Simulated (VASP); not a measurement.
# MgO (Fm-3m) in VASP: single point with PBE

Aim: the single point of MgO with PBE.

Program: VASP 6.6.1. These are calculated values, not measurements. Logs are shortened: lines on timing, memory, paths and dates and some standing lists are left out, and cuts for length are marked.

## 1. The cell of the first run

It takes space group Fm-3m (No. 225, cubic). The conventional cell has a = 4.317 Å, b = 4.317 Å, c = 4.317 Å, α = 90.00°, β = 90.00°, γ = 90.00°. Within 2.9 Å of Mg (site symmetry m-3m) lie 6 O at 2.16 Å. Within 2.9 Å of O (site symmetry m-3m) lie 6 Mg at 2.16 Å.

## 2. Single point, PBE

The input, INCAR:

```
ALGO = Normal ; EDIFF = 1E-6
ENCUT = 520 ; GGA = PE
ISIF = 2 ; ISMEAR = -1
LASPH = T ; LCHARG = T
LELF = T ; LREAL = F
LVHAR = T ; LWAVE = F
NBANDS = 11 ; NELM = 80
PREC = Accurate ; SIGMA = 0.1
```

The input, KPOINTS:

```
k-points
0
Gamma
  10 10 10
```

The input, POSCAR:

```
MgO
1.0
    0.0000000000      2.1587094300      2.1587094300
    2.1587094300      0.0000000000      2.1587094300
    2.1587094300      2.1587094300      0.0000000000
Mg O
1 1
Direct
    0.0000000000      0.0000000000      0.0000000000
    0.5000000000      0.5000000000      0.5000000000
```

Potentials or basis: VASP PAW PBE potentials, release 64 (Mg, O).

Command:

```bash
cat potpaw_PBE.64/Mg/POTCAR potpaw_PBE.64/O/POTCAR > POTCAR
mpirun -np 1 vasp_std > vasp.out
```

OUTCAR:

```text
EDIFF = 1E-6
   ENCUT = 520
   GGA = PE
   ISIF = 2
   ISMEAR = -1
   LASPH = T
   LREAL = F
   NELM = 80
   PREC = Accurate

 ion  position               nearest neighbor table
   1  0.000  0.000  0.000-   2 2.16   2 2.16   2 2.16   2 2.16   2 2.16   2 2.16
   2  0.500  0.500  0.500-   1 2.16   1 2.16   1 2.16   1 2.16   1 2.16   1 2.16

  LATTYP: Found a face centered cubic cell.
 ALAT       =     4.3174188600

  Lattice vectors:

 A1 = (   0.0000000000,   2.1587094300,   2.1587094300)
 A2 = (   2.1587094300,   0.0000000000,   2.1587094300)
 A3 = (   2.1587094300,   2.1587094300,   0.0000000000)

Analysis of symmetry for initial positions (statically):
=====================================================================
 Subroutine PRICEL returns:
 Original cell was already a primitive cell.

 Routine SETGRP: Setting up the symmetry group for a
 face centered cubic supercell.

 Subroutine GETGRP returns: Found 48 space group operations
 (whereof 48 operations were pure point group operations)
 out of a pool of 48 trial point group operations.

The static configuration has the point symmetry O_h .

Analysis of symmetry for dynamics (positions and initial velocities):
=====================================================================
 Subroutine PRICEL returns:
 Original cell was already a primitive cell.

 Routine SETGRP: Setting up the symmetry group for a
 face centered cubic supercell.

 Subroutine GETGRP returns: Found 48 space group operations
 (whereof 48 operations were pure point group operations)
 out of a pool of 48 trial point group operations.

The dynamic configuration has the point symmetry O_h .

 Subroutine INISYM returns: Found 48 space group operations
 (whereof 48 operations are pure point group operations),
 and found     1 'primitive' translations

----------------------------------------------------------------------------------------

                                     Primitive cell

  volume of cell :      20.1193

  direct lattice vectors                    reciprocal lattice vectors
     0.000000000  2.158709430  2.158709430    -0.231619871  0.231619871  0.231619871
     2.158709430  0.000000000  2.158709430     0.231619871 -0.231619871  0.231619871
     2.158709430  2.158709430  0.000000000     0.231619871  0.231619871 -0.231619871

  length of vectors
     3.052876153  3.052876153  3.052876153     0.401177385  0.401177385  0.401177385

  position of ions in fractional coordinates (direct lattice)
     0.000000000  0.000000000  0.000000000
     0.500000000  0.500000000  0.500000000

  ion indices of the primitive-cell ions
   primitive index   ion index
                 1           1
                 2           2

----------------------------------------------------------------------------------------

 KPOINTS: k-points

Automatic generation of k-mesh.
 Grid dimensions read from file:
 generate k-points for:   10   10   10

 Generating k-lattice:

  Cartesian coordinates                     Fractional coordinates (reciprocal lattice)
    -0.023161987  0.023161987  0.023161987     0.100000000  0.000000000  0.000000000
     0.023161987 -0.023161987  0.023161987     0.000000000  0.100000000  0.000000000
     0.023161987  0.023161987 -0.023161987     0.000000000  0.000000000  0.100000000

  Length of vectors
     0.040117738  0.040117738  0.040117738

  Shift w.r.t. Gamma in fractional coordinates (k-lattice)
     0.000000000  0.000000000  0.000000000

 Subroutine IBZKPT returns following result:
 ===========================================

 Found     47 irreducible k-points:

 Following reciprocal coordinates:
            Coordinates               Weight
  0.000000  0.000000  0.000000      1.000000
  0.100000  0.000000  0.000000      8.000000
  0.200000  0.000000  0.000000      8.000000
  0.300000  0.000000  0.000000      8.000000
  0.400000  0.000000  0.000000      8.000000
  0.500000  0.000000  0.000000      4.000000
[... 16 lines left out ...]
  0.300000  0.300000  0.000000      6.000000
  0.400000  0.300000  0.000000     24.000000
 [... further k-points ...]
   k-points           NKPTS =     47   k-points in BZ     NKDIM =     47   number of bands    NBANDS=     11
   number of dos      NEDOS =    301   number of ions     NIONS =      2
   total plane-waves  NPLWV =  13824
   dimension x,y,z NGX =    24 NGY =   24 NGZ =   24
   dimension x,y,z NGXF=    48 NGYF=   48 NGZF=   48
   ions per type =               1   1
   NGX,Y,Z   is equivalent  to a cutoff of  13.07, 13.07, 13.07 a.u.
   NGXF,Y,Z  is equivalent  to a cutoff of  26.14, 26.14, 26.14 a.u.
 SYSTEM =  unknown system
   PREC   = accura    normal or accurate (medium, high low for compatibility)
   ISTART =      0    job   : 0-new  1-cont  2-samecut
   ICHARG =      2    charge: 1-file 2-atom 10-const
   ISPIN  =      1    spin polarized calculation?
   LNONCOLLINEAR =      F non collinear calculations
   LSORBIT =      F    spin-orbit coupling
   LASPH  =      T    aspherical Exc in radial PAW
   ENCUT  =  520.0 eV  38.22 Ry    6.18 a.u.   5.68  5.68  5.68*2*pi/ulx,y,z
   NELM   =     80;   NELMIN=  2; NELMDL= -5     # of ELM steps
   EDIFF  = 0.1E-05   stopping-criterion for ELM
   LREAL  =      F    real-space projection
   EDIFFG = 0.1E-04   stopping-criterion for IOM
   NSW    =      0    number of steps for IOM
   IBRION =     -1    ionic relax: 0-MD 1-quasi-New 2-CG
   NFREE  =      0    steps in history (QN), initial steepest desc. (CG)
   ISIF   =      2    stress and relaxation
   ISYM   =      2    0-nonsym 1-usesym 2-fastsym
   POTIM  = 0.5000    time-step for ionic-motion
   TEBEG  =    0.0;   TEEND  =   0.0 temperature during run
   PSTRESS=    0.0 pullay stress
   NELECT =       8.0000    total number of electrons
   NUPDOWN=      -1.0000    fix difference up-down
   EMIN   =  10.00;   EMAX   =-10.00  energy-range for DOS
   EFERMI =   0.00;   METHOD = LEGACY
   ISMEAR =    -1;   SIGMA  =   0.10  broadening in eV -4-tet -1-fermi 0-gaus
   EFERMI_NEDOS =   21; number of points for ismear=-14 and -15
   IALGO  =     38    algorithm
   IMIX   =      4    mixing-type and parameters
     AMIX     =   0.40;   BMIX     =  1.00
     AMIX_MAG =   1.60;   BMIX_MAG =  1.00
  volume/ion in A,a.u.               =      10.06        67.89
  Fermi-wavevector in a.u.,A,eV,Ry     =   1.203836  2.274920 19.717848  1.449221
  Thomas-Fermi vector in A             =   2.339578
   LORBIT       =      0    0 simple, 1 ext, 2 COOP (PROOUT), +10 PAW based schemes
   GGA     = PE    functional components
   LHFCALC =     F    Hartree Fock is set to
   AEXX    =    0.0000 exact exchange contribution
   IVDW    =     0    specifies the selected vdW correction
   LEPSILON=     F    determine dielectric tensor
   LRPA    =     F    only Hartree local field effects (RPA)
 non-spin polarized calculation
  energy-cutoff  :      520.00
  volume of cell :       20.12
 maximum number of plane-waves:       552
   NGX = 11   NGY = 11   NGZ = 11

 number of electron       7.9999997 magnetization

 Free energy of the ion-electron system (eV)
  ---------------------------------------------------
  ext. energy  EPLUGINS =         0.00000000
  ---------------------------------------------------
  free energy    TOTEN  =       -11.89153717 eV

  energy without entropy =      -11.89153717  energy(sigma->0) =      -11.89153717

 E-fermi :   4.7238     XC(G=0): -10.7330

 val. band max:        2.6526673927   @ k =   0.0000   0.0000   0.0000
 cond. band min:       6.6908597695   @ k =   0.0000   0.0000   0.0000
 fundamental gap:      4.0381923768
 Fermi energy:         4.7238452812

 k-point     1 :       0.0000    0.0000    0.0000
  band No.  band energies     occupation
      1     -14.2480      2.00000
      2       2.6527      2.00000
      3       2.6527      2.00000
      4       2.6527      2.00000
      5       6.6909      0.00000
      6      18.0305      0.00000
      7      18.0305      0.00000
      8      18.0305      0.00000
      9      21.7570      0.00000
     10      23.4470      0.00000
     11      23.4470      0.00000

 k-point     2 :       0.1000    0.0000    0.0000
  band No.  band energies     occupation
      1     -14.1554      2.00000
      2       2.0134      2.00000
      3       2.5934      2.00000
      4       2.5934      2.00000
      5       7.3282      0.00000
      6      16.8006      0.00000
      7      18.2422      0.00000
      8      18.2422      0.00000
      9      22.6047      0.00000
     10      22.6047      0.00000
     11      23.2650      0.00000

 k-point     3 :       0.2000    0.0000    0.0000
  band No.  band energies     occupation
      1     -13.9023      2.00000
      2       0.7648      2.00000
      3       2.4431      2.00000
      4       2.4431      2.00000
      5       8.5283      0.00000
      6      15.2684      0.00000
      7      18.6300      0.00000
      8      18.6300      0.00000
      9      21.9031      0.00000
     10      21.9031      0.00000
     11      23.7408      0.00000

 k-point     4 :       0.3000    0.0000    0.0000
  band No.  band energies     occupation
      1     -13.5630      2.00000
      2      -0.4531      2.00000
      3       2.2658      2.00000
      4       2.2658      2.00000
      5       9.5259      0.00000
      6      14.4490      0.00000
      7      18.6141      0.00000
      8      18.6141      0.00000
      9      22.3690      0.00000
     10      22.3690      0.00000
     11      23.1224      0.00000

 k-point     5 :       0.4000    0.0000    0.0000
  band No.  band energies     occupation
      1     -13.2634      2.00000
      2      -1.3288      2.00000
      3       2.1286      2.00000
      4       2.1286      2.00000
      5       9.9926      0.00000
      6      14.3453      0.00000
      7      18.3371      0.00000
      8      18.3371      0.00000
      9      22.6262      0.00000
     10      23.5574      0.00000
     11      23.5574      0.00000
[... 211 lines left out ...]
 k-point    21 :      -0.3000    0.2000    0.0000
  band No.  band energies     occupation
      1     -13.1933      2.00000
      2      -0.7811      2.00000
      3       0.9955      2.00000
      4       2.0757      2.00000
      5      11.2951      0.00000
      6      14.0440      0.00000
      7      16.0068      0.00000
      8      19.1168      0.00000
      9      22.2539      0.00000
     10      22.8169      0.00000
     11      26.4624      0.00000

 k-point    22 :      -0.2000    0.2000    0.0000
  band No.  band energies     occupation
      1     -13.4618      2.00000
      2      -0.2709      2.00000
      3       1.4307      2.00000
      4       2.2673      2.00000
      5      10.3999      0.00000
      6      14.1520      0.00000
      7      16.9344      0.00000
      8      19.5636      0.00000
      9      20.5765      0.00000
     10      23.1508      0.00000
     11      26.2014      0.00000

 k-point    23 :       0.3000    0.3000    0.0000
  band No.  band energies     occupation
      1     -13.3851      2.00000
      2      -0.3079      2.00000
      3       1.7895      2.00000
      4       1.7895      2.00000
      5      10.7482      0.00000
      6      12.9242      0.00000
      7      16.2807      0.00000
      8      19.6988      0.00000
      9      19.6988      0.00000
     10      25.9697      0.00000
     11      28.5463      0.00000

 k-point    24 :       0.4000    0.3000    0.0000
  band No.  band energies     occupation
      1     -13.1721      2.00000
      2      -0.6875      2.00000
      3       1.4535      2.00000
      4       1.6542      2.00000
      5      11.4945      0.00000
      6      12.6074      0.00000
      7      15.4817      0.00000
      8      19.8725      0.00000
      9      20.0678      0.00000
     10      26.6363      0.00000
     11      28.1766      0.00000

 [... further k-points ...]

------------------------ aborting loop because EDIFF is reached ----------------------------------------

  FORCE on cell =-STRESS in cart. coord.  units (eV):
  Direction    XX          YY          ZZ          XY          YZ          ZX
  --------------------------------------------------------------------------------------
  -------------------------------------------------------------------------------------
  Total       -0.8548877     -0.8548877     -0.8548877      0.0000000     -0.0000000     -0.0000000
  in kB      -68.0780466    -68.0780466    -68.0780466      0.0000000     -0.0000000     -0.0000000
  external PRESSURE =     -68.0780466 kB  Pullay stress =       0.0000000 kB

 VOLUME and BASIS-vectors are now :
 -----------------------------------------------------------------------------
  energy-cutoff  :      520.00
  volume of cell :       20.12
      direct lattice vectors                 reciprocal lattice vectors
     0.000000000  2.158709430  2.158709430    -0.231619871  0.231619871  0.231619871
     2.158709430  0.000000000  2.158709430     0.231619871 -0.231619871  0.231619871
     2.158709430  2.158709430  0.000000000     0.231619871  0.231619871 -0.231619871

 POSITION                                       TOTAL-FORCE (eV/Angst)
 -----------------------------------------------------------------------------------
      0.00000      0.00000      0.00000         0.000000      0.000000      0.000000
      2.15871      2.15871      2.15871        -0.000000     -0.000000     -0.000000
 -----------------------------------------------------------------------------------
    total drift:                               -0.000000     -0.000000      0.000000

  FREE ENERGIE OF THE ION-ELECTRON SYSTEM (eV)
  ---------------------------------------------------
  free  energy   TOTEN  =       -11.8915371685 eV

  energy  without entropy=      -11.8915371684  energy(sigma->0) =      -11.89153717
```

Run time: 19 s. Hardware: 1 thread of AMD EPYC 7R13, shared host; peak memory 0.11 GiB.

What came out:

```
Free energy            : -11.8915 eV
Pressure               : -6.8 GPa
Band gap on the k mesh : 4.04 eV, direct
```

Expect the measured gap to be larger: semilocal functionals such as PBE lack the derivative discontinuity.
